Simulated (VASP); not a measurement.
# InP (F-43m) in VASP: elastic constants with LDA

Aim: the elastic constants of InP with LDA.

Program: VASP 6.6.1. These are calculated values, not measurements. Logs are shortened: lines on timing, memory, paths and dates and some standing lists are left out, and cuts for length are marked.

## (1) The cell of the first run

Symmetry: F-43m, No. 216, cubic system. The conventional cell has a = 5.826 Å, b = 5.826 Å, c = 5.826 Å, α = 90.00°, β = 90.00°, γ = 90.00°. In (site symmetry -43m) has 4 P at 2.52 Å within 3.3 Å. P (site symmetry -43m) has 4 In at 2.52 Å within 3.3 Å.

## (2) Elastic constants, LDA

INCAR reads:

```
PREC = Accurate ; ENCUT = 600
EDIFF = 1E-8 ; ISMEAR = 0
SIGMA = 0.01 ; LREAL = F
LASPH = T ; NELM = 100
ALGO = Normal ; ISIF = 3
LWAVE = F ; LCHARG = F
IBRION = 6 ; NFREE = 2
POTIM = 0.015 ; NSW = 1
```

KPOINTS reads:

```
Automatic mesh
0
Gamma
  8 8 8
```

POSCAR reads:

```
InP
1.0
    0.0000000000      2.9132000000      2.9132000000
    2.9132000000      0.0000000000      2.9132000000
    2.9132000000      2.9132000000      0.0000000000
In P
1 1
Direct
    0.0000000000      0.0000000000      0.0000000000
    0.2500000000      0.2500000000      0.2500000000
```

Potentials or basis: VASP PAW LDA potentials, release 64 (In_d, P).

Command:

```console
> cat potpaw_LDA.64/In_d/POTCAR potpaw_LDA.64/P/POTCAR > POTCAR
> mpirun -np 1 vasp_std > vasp.out
```

OUTCAR:

```text
PREC = Accurate
   ENCUT = 600
   EDIFF = 1E-8
   ISMEAR = 0
   LREAL = F
   LASPH = T
   NELM = 100
   ISIF = 3
   IBRION = 6
   NFREE = 2
   POTIM = 0.015
   NSW = 1

 ion  position               nearest neighbor table
   1  0.000  0.000  0.000-   2 2.52   2 2.52   2 2.52   2 2.52
   2  0.250  0.250  0.250-   1 2.52   1 2.52   1 2.52   1 2.52

  LATTYP: Found a face centered cubic cell.
 ALAT       =     5.8264000000

  Lattice vectors:

 A1 = (   0.0000000000,   2.9132000000,   2.9132000000)
 A2 = (   2.9132000000,   0.0000000000,   2.9132000000)
 A3 = (   2.9132000000,   2.9132000000,   0.0000000000)

Analysis of symmetry for initial positions (statically):
=====================================================================
 Subroutine PRICEL returns:
 Original cell was already a primitive cell.

 Routine SETGRP: Setting up the symmetry group for a
 face centered cubic supercell.

 Subroutine GETGRP returns: Found 24 space group operations
 (whereof 24 operations were pure point group operations)
 out of a pool of 48 trial point group operations.

The static configuration has the point symmetry T_d .

Analysis of symmetry for dynamics (positions and initial velocities):
=====================================================================
 Subroutine PRICEL returns:
 Original cell was already a primitive cell.

 Routine SETGRP: Setting up the symmetry group for a
 face centered cubic supercell.

 Subroutine GETGRP returns: Found 24 space group operations
 (whereof 24 operations were pure point group operations)
 out of a pool of 48 trial point group operations.

The dynamic configuration has the point symmetry T_d .

 Subroutine INISYM returns: Found 24 space group operations
 (whereof 24 operations are pure point group operations),
 and found     1 'primitive' translations

----------------------------------------------------------------------------------------

                                     Primitive cell

  volume of cell :      49.4471

  direct lattice vectors                    reciprocal lattice vectors
     0.000000000  2.913200000  2.913200000    -0.171632569  0.171632569  0.171632569
     2.913200000  0.000000000  2.913200000     0.171632569 -0.171632569  0.171632569
     2.913200000  2.913200000  0.000000000     0.171632569  0.171632569 -0.171632569

  length of vectors
     4.119886950  4.119886950  4.119886950     0.297276330  0.297276330  0.297276330

  position of ions in fractional coordinates (direct lattice)
     0.000000000  0.000000000  0.000000000
     0.250000000  0.250000000  0.250000000

  ion indices of the primitive-cell ions
   primitive index   ion index
                 1           1
                 2           2

----------------------------------------------------------------------------------------

 KPOINTS: Automatic mesh

Automatic generation of k-mesh.
 Grid dimensions read from file:
 generate k-points for:    8    8    8

 Generating k-lattice:

  Cartesian coordinates                     Fractional coordinates (reciprocal lattice)
    -0.021454071  0.021454071  0.021454071     0.125000000  0.000000000  0.000000000
     0.021454071 -0.021454071  0.021454071     0.000000000  0.125000000  0.000000000
     0.021454071  0.021454071 -0.021454071     0.000000000  0.000000000  0.125000000

  Length of vectors
     0.037159541  0.037159541  0.037159541

  Shift w.r.t. Gamma in fractional coordinates (k-lattice)
     0.000000000  0.000000000  0.000000000

 Subroutine IBZKPT returns following result:
 ===========================================

 Found     29 irreducible k-points:

 Following reciprocal coordinates:
            Coordinates               Weight
  0.000000  0.000000  0.000000      1.000000
  0.125000  0.000000  0.000000      8.000000
  0.250000  0.000000  0.000000      8.000000
  0.375000  0.000000  0.000000      8.000000
  0.500000  0.000000  0.000000      4.000000
  0.125000  0.125000  0.000000      6.000000
[... 16 lines left out ...]
  0.500000  0.250000  0.125000     48.000000
 -0.375000  0.250000  0.125000     24.000000
 [... further k-points ...]
   k-points           NKPTS =     29   k-points in BZ     NKDIM =     29   number of bands    NBANDS=     13
   number of dos      NEDOS =    301   number of ions     NIONS =      2
   total plane-waves  NPLWV =  46656
   dimension x,y,z NGX =    36 NGY =   36 NGZ =   36
   dimension x,y,z NGXF=    72 NGYF=   72 NGZF=   72
   ions per type =               1   1
[... 41 lines left out ...]
   LEPSILON=     F    determine dielectric tensor
   LRPA    =     F    only Hartree local field effects (RPA)
 finite differences with symmetry
 non-spin polarized calculation
 Gauss-broadening in eV      SIGMA  =   0.01
  energy-cutoff  :      600.00
  volume of cell :       49.45
 maximum number of plane-waves:      1676
 NGX is ok and might be reduce to    36
   NGX = 17   NGY = 17   NGZ = 17

--------------------------------------- Ionic step        1  -------------------------------------------

 number of electron      18.0000001 magnetization

 Free energy of the ion-electron system (eV)
  ---------------------------------------------------
  ext. energy  EPLUGINS =         0.00000000
  ---------------------------------------------------
  free energy    TOTEN  =        -9.67226703 eV

  energy without entropy =       -9.67226703  energy(sigma->0) =       -9.67226703

------------------------ aborting loop because EDIFF is reached ----------------------------------------

  FORCE on cell =-STRESS in cart. coord.  units (eV):
  Direction    XX          YY          ZZ          XY          YZ          ZX
  --------------------------------------------------------------------------------------
  -------------------------------------------------------------------------------------
  Total        0.0216103      0.0216103      0.0216103      0.0000000     -0.0000000     -0.0000000
  in kB        0.7002145      0.7002145      0.7002145      0.0000000     -0.0000000     -0.0000000
  external PRESSURE =       0.7002145 kB  Pullay stress =       0.0000000 kB
[... 89 lines left out ...]
  FREE ENERGIE OF THE ION-ELECTRON SYSTEM (eV)
  ---------------------------------------------------
  free  energy   TOTEN  =        -9.6683871987 eV

  energy  without entropy=       -9.6683871987  energy(sigma->0) =       -9.66838720

[... ionic steps 4 to 14 ...]

--------------------------------------- Ionic step       15  -------------------------------------------

 number of electron      18.0000001 magnetization

------------------------ aborting loop because EDIFF is reached ----------------------------------------
[... 67 lines left out ...]
--------------------------------------- Ionic step       17  -------------------------------------------

 number of electron      18.0000001 magnetization

 Free energy of the ion-electron system (eV)
  ---------------------------------------------------
  ext. energy  EPLUGINS =         0.00000000
  ---------------------------------------------------
  free energy    TOTEN  =        -9.67133976 eV

  energy without entropy =       -9.67133976  energy(sigma->0) =       -9.67133976

 E-fermi :   5.3353     XC(G=0):  -9.6874

 val. band max:        5.2356290467   @ k =   0.0000   0.0000   0.0000
 cond. band min:       5.8142566696   @ k =   0.0000   0.0000   0.0000
 fundamental gap:      0.5786276229
 Fermi energy:         5.3353022029

 k-point     1 :       0.0000    0.0000    0.0000
  band No.  band energies     occupation
      1      -9.0232      2.00000
      2      -9.0195      2.00000
      3      -9.0150      2.00000
      4      -8.8551      2.00000
      5      -8.8550      2.00000
      6      -6.4614      2.00000
      7       5.1785      2.00000
      8       5.2080      2.00000
      9       5.2356      2.00000
     10       5.8143      0.00000
     11       9.1523      0.00000
     12       9.1692      0.00000
     13       9.1880      0.00000
[... 354 lines left out ...]
  band No.  band energies     occupation
      1      -9.1612      2.00000
      2      -8.9668      2.00000
      3      -8.9434      2.00000
      4      -8.8622      2.00000
      5      -8.8413      2.00000
      6      -4.3067      2.00000
      7      -0.5442      2.00000
      8       2.3879      2.00000
      9       3.5107      2.00000
     10       8.3089      0.00000
     11       9.2587      0.00000
     12      11.0069      0.00000
     13      12.3520      0.00000

 [... further k-points ...]

------------------------ aborting loop because EDIFF is reached ----------------------------------------

  FORCE on cell =-STRESS in cart. coord.  units (eV):
  Direction    XX          YY          ZZ          XY          YZ          ZX
  --------------------------------------------------------------------------------------
  -------------------------------------------------------------------------------------
  Total        0.0219528      0.0246098      0.0246098      0.0000000      0.1250075      0.0000000
  in kB        0.7113125      0.7974037      0.7974037      0.0000000      4.0504726      0.0000000
  external PRESSURE =       0.7687067 kB  Pullay stress =       0.0000000 kB
[... 17 lines left out ...]
  FREE ENERGIE OF THE ION-ELECTRON SYSTEM (eV)
  ---------------------------------------------------
  free  energy   TOTEN  =        -9.6713397645 eV

  energy  without entropy=       -9.6713397645  energy(sigma->0) =       -9.67133976

 INTERNAL STRAIN TENSORS FROM STRAINED CELLS
 ============================================

 INTERNAL STRAIN TENSOR FOR ION    1 for displacements in x,y,z  (eV/Angst):
          X           Y           Z          XY          YZ          ZX
  --------------------------------------------------------------------------------
  x     0.00000     0.00000     0.00000     0.00000     8.33965     0.00000
  y    -0.00000     0.00000     0.00000     0.00000     0.00000     8.34052
  z     0.00000     0.00000     0.00000     8.34031     0.00000     0.00000

 INTERNAL STRAIN TENSORS FROM DISPLACED ATOMS
 ============================================

 INTERNAL STRAIN TENSOR FOR ION    1 for displacements in x,y,z  (eV/Angst):
          X           Y           Z          XY          YZ          ZX
  --------------------------------------------------------------------------------
  x     0.00000    -0.00000    -0.00000     0.00000     8.34042     0.00000
  y     0.00000     0.00000     0.00000     0.00000     0.00000     8.34042
  z    -0.00000    -0.00000     0.00000     8.34042     0.00000     0.00000

 INTERNAL STRAIN TENSOR FOR ION    2 for displacements in x,y,z  (eV/Angst):
          X           Y           Z          XY          YZ          ZX
  --------------------------------------------------------------------------------
  x    -0.00000    -0.00000    -0.00000     0.00000    -8.33349     0.00000
  y     0.00000     0.00000     0.00000     0.00000     0.00000    -8.33349
  z    -0.00000    -0.00000    -0.00000    -8.33349     0.00000     0.00000

 Eigenvectors and eigenvalues of the dynamical matrix
 ----------------------------------------------------

   1 f  =    9.086651 THz    57.093109 2PiTHz  303.098036 cm-1    37.579350 meV
             X         Y         Z           dx          dy          dz
      0.000000  0.000000  0.000000    -0.460999    0.000000    0.000000
      1.456600  1.456600  1.456600     0.887400    0.000000    0.000000
[... 21 lines left out ...]
   6 f/i=    0.000778 THz     0.004889 2PiTHz    0.025957 cm-1     0.003218 meV
             X         Y         Z           dx          dy          dz
      0.000000  0.000000  0.000000     0.000000    0.000000    0.887400
      1.456600  1.456600  1.456600     0.000000    0.000000    0.460999

--------------------------------------------------------------------------------------------------------

 ELASTIC MODULI CONTR FROM IONIC RELAXATION (kBar)
 Direction    XX          YY          ZZ          XY          YZ          ZX
 --------------------------------------------------------------------------------
 XX          -0.0000      0.0000      0.0000      0.0000     -0.0000     -0.0000
 YY           0.0000     -0.0000      0.0000      0.0000      0.0000     -0.0000
 ZZ           0.0000      0.0000     -0.0000     -0.0000      0.0000     -0.0000
 XY           0.0000      0.0000     -0.0000   -273.2443      0.0000      0.0000
 YZ          -0.0000      0.0000      0.0000      0.0000   -273.2443      0.0000
 ZX          -0.0000     -0.0000     -0.0000      0.0000      0.0000   -273.2443
 --------------------------------------------------------------------------------

 TOTAL ELASTIC MODULI (kBar)
 Direction    XX          YY          ZZ          XY          YZ          ZX
 --------------------------------------------------------------------------------
 XX        1011.5595    570.4410    570.4410      0.0000     -0.0000     -0.0000
 YY         570.4410   1011.5595    570.4410      0.0000      0.0000     -0.0000
 ZZ         570.4410    570.4410   1011.5595     -0.0000      0.0000     -0.0000
 XY           0.0000      0.0000     -0.0000    457.6473      0.0000      0.0000
 YZ          -0.0000      0.0000      0.0000      0.0000    457.6473      0.0000
 ZX          -0.0000     -0.0000     -0.0000      0.0000      0.0000    457.6473
 --------------------------------------------------------------------------------
```

Wall time 23 min (1 thread of Intel Xeon 8259CL, shared host); peak memory 0.34 GiB.

What came out:

* Elastic constants C11, C12, C44: 101, 57, 46 GPa
* Voigt bulk modulus: 72 GPa
* Highest phonon frequency at Γ, LO-TO splitting left out: 303 cm⁻¹

Phonon frequencies in cm⁻¹ (negative: imaginary):
| q point | frequencies |
| --- | --- |
| (0.000, 0.000, 0.000) | 0 0 0 303 303 303 |

Elastic tensor in Voigt notation (GPa, in the Cartesian axes of the cell as first typed):
```
101  57  57   0   0   0
 57 101  57   0   0   0
 57  57 101   0   0   0
  0   0   0  46   0   0
  0   0   0   0  46   0
  0   0   0   0   0  46
```

Clamped-ion elastic tensor (GPa):
```
101  57  57   0   0   0
 57 101  57   0   0   0
 57  57 101   0   0   0
  0   0   0  73   0   0
  0   0   0   0  73   0
  0   0   0   0   0  73
```

Caveat: spin-orbit coupling is left out, which moves the levels of the heavy elements.
